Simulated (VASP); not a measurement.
A run of VASP 6.6.1 is set up as follows.

File INCAR:

```
SYSTEM = PbF2
ALGO = Normal
EDIFF = 1E-7
ENCUT = 520
GGA = PE
ISIF = 2
ISMEAR = 0
LASPH = .True.
LCHARG = .True.
LELF = .True.
LREAL = .False.
LVHAR = .True.
LWAVE = .False.
NBANDS = 21
NELM = 60
PREC = Accurate
SIGMA = 0.05
```

File KPOINTS:

```
k-points
0
Gamma
  8 8 8
  0 0 0
```

POSCAR

```
PbF2
1.0
    0.0000000000      2.9636600000      2.9636600000
    2.9636600000      0.0000000000      2.9636600000
    2.9636600000      2.9636600000      0.0000000000
Pb F
1 2
Direct
    0.0000000000      0.0000000000      0.0000000000
    0.2500000000      0.2500000000      0.2500000000
    0.7500000000      0.7500000000      0.7500000000
```

Potentials or basis: VASP PAW PBE potentials, release 64 (Pb_d, F).

The run is started by

```console
$ cat potpaw_PBE.64/Pb_d/POTCAR potpaw_PBE.64/F/POTCAR > POTCAR
$ mpirun -np 1 vasp_std > vasp.out
```

**Question.** Predict the band gap on the k mesh.

**Answer.** 4.42 eV, indirect (least direct gap 4.56 eV).

**Question.** Estimate the pressure.

**Answer.** 2.5 GPa.

Caveat: spin-orbit coupling is left out, which moves the levels of the heavy elements. PBE gaps usually lie below the measured ones, often by a third to a half.
